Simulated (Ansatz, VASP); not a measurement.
# Two plane-wave programs on ZrO2

Contents of INCAR:

```
ALGO = Normal
EDIFF = 1E-7
EDIFFG = -0.01
ENCUT = 600
GGA = PE
GGA_COMPAT = F
IBRION = 2
ISIF = 3
ISMEAR = 0
LASPH = T
LCHARG = F
LREAL = F
LWAVE = F
NELM = 120
NELMIN = 4
NSW = 100
PREC = Accurate
SIGMA = 0.02
```

File KPOINTS:

```
k-points
0
Gamma
  8 8 8
```

Contents of POSCAR:

```
ZrO2
1.0
    0.0000000000      2.5579477472      2.5579477472
    2.5579477472      0.0000000000      2.5579477472
    2.5579477472      2.5579477472      0.0000000000
Zr O
1 2
Direct
    0.0000000000      0.0000000000      0.0000000000
    0.2500000000      0.2500000000      0.2500000000
    0.7500000000      0.7500000000      0.7500000000
```

Input for Ansatz:

```yaml
crystal:
  lattice:
    - [0.0, 2.5579477472, 2.5579477472]
    - [2.5579477472, 0.0, 2.5579477472]
    - [2.5579477472, 2.5579477472, 0.0]
  atoms:
    - { symbol: Zr, position: [0.0, 0.0, 0.0] }
    - { symbol: O, position: [0.25, 0.25, 0.25] }
    - { symbol: O, position: [0.75, 0.75, 0.75] }
basis:
  ecutwfc: 420
kpoints:
  mp_grid: { grid: [8, 8, 8] }
hamiltonian:
  xc: pbe
scf:
  occupations: { method: gaussian, width: 0.02 }
output:
  forces: true
  stress: true
  eigenvalues: true
relax:
  adjacent_minimum: "off"
  f_tol: 0.01
  max_steps: 80
  cell: { stress_tol: 0.05 }
```

Alike in both runs: task relaxation of cell and atoms; functional PBE; k mesh 8 × 8 × 8; occupations gaussian, width 0.02 eV; no spin polarisation.

|  | VASP | Ansatz |
| --- | --- | --- |
| version | VASP 6.6.1 | Ansatz 0.2.0 |
| potentials or method | VASP PAW PBE potentials, release 64 (Zr_sv, O), cutoff 600 eV | scalar-relativistic, plane waves, PAW |
| valence electrons in the cell | 24 | 24 |

VASP gave:

* gap on the k mesh at the Fermi level, each at its own relaxed structure (eV): 3.31
* relaxed volume (Å³/atom): 11.16
* relaxed length of the cell vector where the two differ most in proportion (Å): 3.617

**Question.** Which values does Ansatz return?

**Answer.** gap on the k mesh at the Fermi level, each at its own relaxed structure (eV): 3.32; relaxed volume (Å³/atom): 11.16; relaxed length of the cell vector where the two differ most in proportion (Å): 3.617.

Noted on VASP's run: the relaxation stopped at its first step, so nothing moved.
